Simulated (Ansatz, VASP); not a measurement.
## One calculation of YS, two programs

```xyz
2
Lattice="0.0000 2.7437 2.6888 2.7437 0.0000 2.6888 2.7437 2.7437 0.0000" Properties=species:S:1:pos:R:3 pbc="T T T"
Y     2.7437    2.7437    2.6888
S     0.0000    0.0000    0.0000
```

Change from the starting cell: zz strain of -2 %, PAW files.

Alike in both runs: task electric field gradients; functional LDA; k mesh 8 × 8 × 8; occupations fermi-dirac, width 0.01 eV; no spin polarisation.

|  | VASP | Ansatz |
| --- | --- | --- |
| version | VASP 6.6.1 | Ansatz 0.2.0 |
| potentials or method | VASP PAW LDA potentials, release 64 (Y_sv, S) | PAW with Ansatz's default frozen-core files, scalar-relativistic |
| plane-wave cutoff (eV) | 520 | 420 |
| valence electrons in the cell | 17 | 17 |

VASP gave:

| Item | Value |
| --- | --- |
| pressure (GPa) | -1.7 |
| traceless stress, the component that is largest in VASP (GPa) | 3.42 |
| size of Vzz on the site where it differs most (V/Å²) | 22.0 |

Question: Which values does Ansatz return?

Answer: Pressure (GPa): -1.7; traceless stress, the component that is largest in VASP (GPa): 3.41; size of Vzz on the site where it differs most (V/Å²): 23.6.

LDA's correlation is that of Perdew and Zunger in VASP and of Perdew and Wang (1992) in Ansatz.
